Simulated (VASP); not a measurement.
# HfB2 (P6/mmm) in VASP: a series of runs

The runs below take HfB2 through single point, relaxation of cell and atoms, with PBEsol.

Everything below comes from runs of VASP 6.6.1. Logs are shortened: lines on timing, memory, paths and dates and some standing lists are left out, and cuts for length are marked.

## Step 1: The cell of the first run

It takes space group P6/mmm (No. 191, hexagonal). Conventional cell: a = 3.128 Å, b = 3.128 Å, c = 3.446 Å, α = 90.00°, β = 90.00°, γ = 120.00°. Within 3.3 Å of Hf (site symmetry 6/mmm) lie 12 B at 2.50 Å and 6 Hf at 3.13 Å. Within 2.4 Å of B (site symmetry -6m2) lie 3 B at 1.81 Å.

## Step 2: Single point, PBEsol

The input, INCAR:

```
PREC     = Accurate       # precision mode
ENCUT    = 520            # plane-wave cutoff, eV
EDIFF    = 1E-6           # SCF threshold, eV
ISMEAR   = 0              # smearing method
SIGMA    = 0.1            # smearing width, eV
LREAL    = False          # projectors in reciprocal space
LASPH    = True           # aspherical terms in the spheres
NELM     = 100            # most SCF steps
ALGO     = Normal         # electronic algorithm
ISIF     = 2              # what is computed and relaxed
LWAVE    = False          # write WAVECAR
LCHARG   = False          # write CHGCAR
GGA      = PS             # functional
NBANDS   = 15             # bands
```

The input, KPOINTS:

```
Automatic mesh
0
Gamma
  18 18 12
```

The input, POSCAR:

```
HfB2
1.0
    3.1277231059      0.0000000000      0.0000000000
   -1.5638615530      2.7086876657      0.0000000000
    0.0000000000      0.0000000000      3.4463367020
Hf B
1 2
Direct
    0.0000000000      0.0000000000      0.0000000000
    0.3333333333      0.6666666667      0.5000000000
    0.6666666667      0.3333333333      0.5000000000
```

Potentials or basis: VASP PAW PBE potentials, release 64 (Hf_pv, B).

Run with:

```sh
$ cat potpaw_PBE.64/Hf_pv/POTCAR potpaw_PBE.64/B/POTCAR > POTCAR
$ mpirun -np 1 vasp_std > vasp.out
```

OUTCAR:

```text
PREC = Accurate
   ENCUT = 520
   EDIFF = 1E-6
   ISMEAR = 0
   LREAL = False
   LASPH = True
   NELM = 100
   ISIF = 2
   GGA = PS

 ion  position               nearest neighbor table
   1  0.000  0.000  0.000-   2 2.50   3 2.50   2 2.50   3 2.50   3 2.50   3 2.50   2 2.50   2 2.50
                             3 2.50   3 2.50   2 2.50   2 2.50
   2  0.333  0.667  0.500-   3 1.81   3 1.81   3 1.81   1 2.50   1 2.50   1 2.50   1 2.50   1 2.50
                             1 2.50
   3  0.667  0.333  0.500-   2 1.81   2 1.81   2 1.81   1 2.50   1 2.50   1 2.50   1 2.50   1 2.50
                             1 2.50

  LATTYP: Found a hexagonal cell.
 ALAT       =     3.1277231059
 C/A-ratio  =     1.1018675840

  Lattice vectors:

 A1 = (   3.1277231059,   0.0000000000,   0.0000000000)
 A2 = (  -1.5638615530,   2.7086876657,   0.0000000000)
 A3 = (   0.0000000000,   0.0000000000,   3.4463367020)

Analysis of symmetry for initial positions (statically):
=====================================================================
 Subroutine PRICEL returns:
 Original cell was already a primitive cell.

 Routine SETGRP: Setting up the symmetry group for a
 hexagonal supercell.

 Subroutine GETGRP returns: Found 24 space group operations
 (whereof 24 operations were pure point group operations)
 out of a pool of 24 trial point group operations.

The static configuration has the point symmetry D_6h.

Analysis of symmetry for dynamics (positions and initial velocities):
=====================================================================
 Subroutine PRICEL returns:
 Original cell was already a primitive cell.

 Routine SETGRP: Setting up the symmetry group for a
 hexagonal supercell.

 Subroutine GETGRP returns: Found 24 space group operations
 (whereof 24 operations were pure point group operations)
 out of a pool of 24 trial point group operations.

The dynamic configuration has the point symmetry D_6h.

 Subroutine INISYM returns: Found 24 space group operations
 (whereof 24 operations are pure point group operations),
 and found     1 'primitive' translations

----------------------------------------------------------------------------------------

                                     Primitive cell

  volume of cell :      29.1975

  direct lattice vectors                    reciprocal lattice vectors
     3.127723106  0.000000000  0.000000000     0.319721397  0.184591234  0.000000000
    -1.563861553  2.708687666  0.000000000     0.000000000  0.369182469  0.000000000
     0.000000000  0.000000000  3.446336702     0.000000000  0.000000000  0.290163175

  length of vectors
     3.127723106  3.127723106  3.446336702     0.369182469  0.369182469  0.290163175

  position of ions in fractional coordinates (direct lattice)
     0.000000000  0.000000000  0.000000000
     0.333333333  0.666666667  0.500000000
     0.666666667  0.333333333  0.500000000

  ion indices of the primitive-cell ions
   primitive index   ion index
                 1           1
                 2           2
                 3           3

----------------------------------------------------------------------------------------

 KPOINTS: Automatic mesh

Automatic generation of k-mesh.
 Grid dimensions read from file:
 generate k-points for:   18   18   12

 Generating k-lattice:

  Cartesian coordinates                     Fractional coordinates (reciprocal lattice)
     0.017762300  0.010255069  0.000000000     0.055555556  0.000000000  0.000000000
     0.000000000  0.020510137  0.000000000     0.000000000  0.055555556  0.000000000
     0.000000000  0.000000000  0.024180265     0.000000000  0.000000000  0.083333333

  Length of vectors
     0.020510137  0.020510137  0.024180265

  Shift w.r.t. Gamma in fractional coordinates (k-lattice)
     0.000000000  0.000000000  0.000000000

 Subroutine IBZKPT returns following result:
 ===========================================

 Found    259 irreducible k-points:

 Following reciprocal coordinates:
            Coordinates               Weight
  0.000000  0.000000  0.000000      1.000000
  0.055556  0.000000  0.000000      6.000000
  0.111111  0.000000  0.000000      6.000000
  0.166667  0.000000  0.000000      6.000000
  0.222222  0.000000  0.000000      6.000000
  0.277778  0.000000  0.000000      6.000000
[... 16 lines left out ...]
  0.333333  0.111111  0.000000     12.000000
  0.388889  0.111111  0.000000     12.000000
 [... further k-points ...]
   k-points           NKPTS =    259   k-points in BZ     NKDIM =    259   number of bands    NBANDS=     15
   number of dos      NEDOS =    301   number of ions     NIONS =      3
   total plane-waves  NPLWV =  16128
   dimension x,y,z NGX =    24 NGY =   24 NGZ =   28
   dimension x,y,z NGXF=    48 NGYF=   48 NGZF=   56
   ions per type =               1   2
   NGX,Y,Z   is equivalent  to a cutoff of  12.76, 12.76, 13.51 a.u.
   NGXF,Y,Z  is equivalent  to a cutoff of  25.51, 25.51, 27.01 a.u.
 SYSTEM =  unknown system
   PREC   = accura    normal or accurate (medium, high low for compatibility)
   ISTART =      0    job   : 0-new  1-cont  2-samecut
   ICHARG =      2    charge: 1-file 2-atom 10-const
   ISPIN  =      1    spin polarized calculation?
   LNONCOLLINEAR =      F non collinear calculations
   LSORBIT =      F    spin-orbit coupling
   LASPH  =      T    aspherical Exc in radial PAW
   ENCUT  =  520.0 eV  38.22 Ry    6.18 a.u.   5.82  5.82  6.41*2*pi/ulx,y,z
   NELM   =    100;   NELMIN=  2; NELMDL= -5     # of ELM steps
   EDIFF  = 0.1E-05   stopping-criterion for ELM
   LREAL  =      F    real-space projection
   EDIFFG = 0.1E-04   stopping-criterion for IOM
   NSW    =      0    number of steps for IOM
   IBRION =     -1    ionic relax: 0-MD 1-quasi-New 2-CG
   NFREE  =      0    steps in history (QN), initial steepest desc. (CG)
   ISIF   =      2    stress and relaxation
   ISYM   =      2    0-nonsym 1-usesym 2-fastsym
   POTIM  = 0.5000    time-step for ionic-motion
   TEBEG  =    0.0;   TEEND  =   0.0 temperature during run
   PSTRESS=    0.0 pullay stress
   NELECT =      16.0000    total number of electrons
   NUPDOWN=      -1.0000    fix difference up-down
   EMIN   =  10.00;   EMAX   =-10.00  energy-range for DOS
   EFERMI =   0.00;   METHOD = LEGACY
   ISMEAR =     0;   SIGMA  =   0.10  broadening in eV -4-tet -1-fermi 0-gaus
   EFERMI_NEDOS =   21; number of points for ismear=-14 and -15
   IALGO  =     38    algorithm
   IMIX   =      4    mixing-type and parameters
     AMIX     =   0.40;   BMIX     =  1.00
     AMIX_MAG =   1.60;   BMIX_MAG =  1.00
  volume/ion in A,a.u.               =       9.73        65.68
  Fermi-wavevector in a.u.,A,eV,Ry     =   1.339676  2.531621 24.418816  1.794732
  Thomas-Fermi vector in A             =   2.468049
   LORBIT       =      0    0 simple, 1 ext, 2 COOP (PROOUT), +10 PAW based schemes
   GGA     = PS    functional components
   LHFCALC =     F    Hartree Fock is set to
   AEXX    =    0.0000 exact exchange contribution
   IVDW    =     0    specifies the selected vdW correction
   LEPSILON=     F    determine dielectric tensor
   LRPA    =     F    only Hartree local field effects (RPA)
 non-spin polarized calculation
 Gauss-broadening in eV      SIGMA  =   0.10
  energy-cutoff  :      520.00
  volume of cell :       29.20
 maximum number of plane-waves:       800
 NGX is ok and might be reduce to    24
   NGX = 11   NGY = 11   NGZ = 13

 number of electron      15.9999999 magnetization

 Free energy of the ion-electron system (eV)
  ---------------------------------------------------
  ext. energy  EPLUGINS =         0.00000000
  ---------------------------------------------------
  free energy    TOTEN  =       -27.86617495 eV

  energy without entropy =      -27.86507555  energy(sigma->0) =      -27.86562525

 E-fermi :   7.7521     XC(G=0): -12.7645

 val. band max:        7.6957596871   @ k =   0.1111   0.0000   0.4167
 cond. band min:       7.7947068150   @ k =   0.3889   0.2222   0.0000
 fundamental gap:      0.0989471279
 Fermi energy:         7.7521400065

 k-point     1 :       0.0000    0.0000    0.0000
  band No.  band energies     occupation
      1     -22.8187      2.00000
      2     -22.2998      2.00000
      3     -22.2998      2.00000
      4      -6.1310      2.00000
      5       4.6321      2.00000
      6       4.7227      2.00000
      7       4.7227      2.00000
      8       4.9974      2.00000
      9      11.7687      0.00000
     10      11.7687      0.00000
     11      12.5012      0.00000
     12      12.5012      0.00000
     13      12.7207      0.00000
     14      12.7207      0.00000
     15      12.7945      0.00000

 k-point     2 :       0.0556    0.0000    0.0000
  band No.  band energies     occupation
      1     -22.8145      2.00000
      2     -22.3259      2.00000
      3     -22.3055      2.00000
      4      -6.0625      2.00000
      5       4.5280      2.00000
      6       4.7012      2.00000
      7       4.7220      2.00000
      8       4.9326      2.00000
      9      11.7200      0.00000
     10      11.7513      0.00000
     11      11.8656      0.00000
     12      11.9798      0.00000
     13      13.0103      0.00000
     14      13.3553      0.00000
     15      13.4365      0.00000

 k-point     3 :       0.1111    0.0000    0.0000
  band No.  band energies     occupation
      1     -22.8023      2.00000
      2     -22.4004      2.00000
      3     -22.3220      2.00000
      4      -5.8606      2.00000
      5       4.0113      2.00000
      6       4.7135      2.00000
      7       4.7575      2.00000
      8       4.8895      2.00000
      9      10.8975      0.00000
     10      11.5839      0.00000
     11      11.5856      0.00000
     12      12.0755      0.00000
     13      13.5085      0.00000
     14      14.0089      0.00000
     15      14.4155      0.00000
[... 343 lines left out ...]
 k-point    23 :       0.3333    0.1111    0.0000
  band No.  band energies     occupation
      1     -22.9984      2.00000
      2     -22.6886      2.00000
      3     -22.5211      2.00000
      4      -3.1360      2.00000
      5       0.0673      2.00000
      6       3.0840      2.00000
      7       3.7793      2.00000
      8       6.1868      2.00000
      9       8.4245      0.00000
     10      10.4934      0.00000
     11      12.7775      0.00000
     12      13.7192      0.00000
     13      14.3737      0.00000
     14      17.4583      0.00000
     15      17.5340      0.00000

 k-point    24 :       0.3889    0.1111    0.0000
  band No.  band energies     occupation
      1     -23.0551      2.00000
      2     -22.6769      2.00000
      3     -22.5417      2.00000
      4      -2.4423      2.00000
      5      -0.7143      2.00000
      6       2.9317      2.00000
      7       3.7253      2.00000
      8       6.1096      2.00000
      9       8.1334      0.00000
     10      11.3583      0.00000
     11      12.6697      0.00000
     12      13.5236      0.00000
     13      14.9982      0.00000
     14      16.6398      0.00000
     15      18.4488      0.00000

 [... further k-points ...]
[... 5 lines left out ...]
  --------------------------------------------------------------------------------------
  -------------------------------------------------------------------------------------
  Total       -0.0342059     -0.0342059      0.0269555      0.0000000     -0.0000000     -0.0000000
  in kB       -1.8770122     -1.8770122      1.4791555      0.0000000     -0.0000000     -0.0000000
  external PRESSURE =      -0.7582896 kB  Pullay stress =       0.0000000 kB

 VOLUME and BASIS-vectors are now :
 -----------------------------------------------------------------------------
  energy-cutoff  :      520.00
  volume of cell :       29.20
      direct lattice vectors                 reciprocal lattice vectors
     3.127723106  0.000000000  0.000000000     0.319721397  0.184591234  0.000000000
    -1.563861553  2.708687666  0.000000000     0.000000000  0.369182469  0.000000000
     0.000000000  0.000000000  3.446336702     0.000000000  0.000000000  0.290163175

 POSITION                                       TOTAL-FORCE (eV/Angst)
 -----------------------------------------------------------------------------------
      0.00000      0.00000      0.00000         0.000000      0.000000      0.000000
     -0.00000      1.80579      1.72317         0.000000     -0.000000      0.000000
      1.56386      0.90290      1.72317        -0.000000      0.000000      0.000000
 -----------------------------------------------------------------------------------
    total drift:                               -0.000000      0.000000      0.000000

  FREE ENERGIE OF THE ION-ELECTRON SYSTEM (eV)
  ---------------------------------------------------
  free  energy   TOTEN  =       -27.8661749499 eV

  energy  without entropy=      -27.8650755477  energy(sigma->0) =      -27.86562525
```

It took 39 s on 1 thread of Intel Xeon Platinum 8488C (Sapphire Rapids), shared host; peak memory 0.23 GiB.

What came out:

- Free energy: -27.8662 eV
- Pressure: -0.1 GPa
- Band gap on the k mesh: zero (band 8 reaches 8.42 eV, above the bottom of band 9 at 7.16 eV)

Levels at points of the mesh, in eV from the Fermi level:
```
           k point  band 4  band 5  band 6  band 7  band 8  band 9  band 10  band 11  band 12  band 13
(0.00, 0.00, 0.00)  -13.88   -3.12   -3.03   -3.03   -2.75    4.02     4.02     4.75     4.75     4.97
(0.50, 0.00, 0.00)   -9.93   -9.07   -4.22   -3.50   -3.02    2.14     2.70     5.66     5.73     6.39
(0.00, 0.00, 0.50)  -11.34   -8.50   -1.25   -1.25    0.17    0.17     0.93     0.93     2.30     5.05
(0.50, 0.00, 0.50)  -10.46   -7.54   -5.12   -4.85   -2.68    4.04     4.24     6.30     7.41     7.49
```

Caveat: the PAW data sets were made with another functional, which shifts forces and pressure a little; spin-orbit coupling is left out, which moves the levels of the heavy elements.

## Step 3: Relaxation of cell and atoms, PBEsol

This run uses another cell than the first one, of 9.90 Å³/atom, 1.018 times its volume.

The input, INCAR:

```
SYSTEM = HfB2
PREC     = Accurate       ! precision mode
ENCUT    = 600            ! plane-wave cutoff, eV
EDIFF    = 1E-6           ! SCF threshold, eV
ISMEAR   = 0              ! smearing method
SIGMA    = 0.1            ! smearing width, eV
LREAL    = .FALSE.        ! projectors in reciprocal space
LASPH    = .TRUE.         ! aspherical terms in the spheres
NELM     = 100            ! most SCF steps
ALGO     = Normal         ! electronic algorithm
ISIF     = 3              ! what is computed and relaxed
LWAVE    = .FALSE.        ! write WAVECAR
LCHARG   = .FALSE.        ! write CHGCAR
GGA      = PS             ! functional
IBRION   = 2              ! ionic algorithm
NSW      = 100            ! ionic steps
EDIFFG   = -0.005         ! ionic threshold
```

The input, KPOINTS:

```
Automatic mesh
0
G
  18 18 12
  0 0 0
```

The input, POSCAR:

```
HfB2
1.0
    3.1400000000      0.0000000000      0.0000000000
   -1.5700000000      2.7193197679      0.0000000000
    0.0000000000      0.0000000000      3.4800000000
Hf B
1 2
Direct
    0.0000000000      0.0000000000      0.0000000000
    0.3333333333      0.6666666667      0.5000000000
    0.6666666667      0.3333333333      0.5000000000
```

Potentials or basis: VASP PAW PBE potentials, release 64 (Hf_pv, B).

Run with:

```sh
$ cat potpaw_PBE.64/Hf_pv/POTCAR potpaw_PBE.64/B/POTCAR > POTCAR
$ mpirun -np 1 vasp_std > vasp.out
```

It took 4.4 min on 1 thread of Intel Xeon Platinum 8488C (Sapphire Rapids), shared host; peak memory 0.27 GiB.

The run converged. Its results:

```yaml
Free_energy: -27.8685 eV
Relaxed_volume: 9.73 Å³/atom
Relaxed_cell: a = 3.126 Å, b = 3.126 Å, c = 3.448 Å, α = 90.00°, β = 90.00°, γ = 120.00°
Space_group_after_relaxing_to_0.05_Å: P6/mmm (No. 191)
Energy_gained_by_relaxing: 2.6 meV/atom
Ionic_steps: 9
Pressure_after_relaxing: 0.0 GPa
Band_gap_on_the_k_mesh: zero (band 8 reaches 8.43 eV, above the bottom of band 9 at 7.16 eV)
```

The path:
| step | energy change (eV) | largest force (eV/Å) | pressure (GPa) | volume (Å³) |
| --- | --- | --- | --- | --- |
| 1 | 0.0000 | 0.0000 | -4.50 | 29.71 |
| 2 | 0.0048 | 0.0000 | 6.33 | 28.54 |
| 3 | -0.0077 | 0.0000 | 0.04 | 29.19 |
| 4 | -0.0077 | 0.0000 | 0.15 | 29.18 |
| 5 | -0.0079 | 0.0000 | 0.09 | 29.18 |
| 6 | -0.0079 | 0.0000 | 0.09 | 29.18 |
| 7 | -0.0079 | 0.0000 | 0.09 | 29.18 |
| 8 | -0.0079 | 0.0000 | -0.09 | 29.20 |
| 9 | -0.0079 | 0.0000 | -0.01 | 29.19 |

Final structure:
```
CELL_PARAMETERS angstrom
3.12646 0.00000 0.00000
-1.56323 2.70759 0.00000
0.00000 0.00000 3.44816
ATOMIC_POSITIONS crystal
Hf 0.00000 0.00000 0.00000
B 0.33333 0.66667 0.50000
B 0.66667 0.33333 0.50000
```

Levels at points of the mesh, in eV from the Fermi level:
```tsv
k point	band 6	band 7	band 8	band 9	band 10	band 11
(0.00, 0.00, 0.00)	-3.02	-3.02	-2.76	4.02	4.02	4.74
(0.50, 0.00, 0.00)	-4.22	-3.50	-3.01	2.13	2.70	5.67
(0.00, 0.00, 0.50)	-1.25	-1.25	0.18	0.18	0.93	0.93
(0.50, 0.00, 0.50)	-5.11	-4.85	-2.68	4.04	4.23	6.30
```

Caveat: the PAW data sets were made with another functional, which shifts forces and pressure a little; spin-orbit coupling is left out, which moves the levels of the heavy elements.
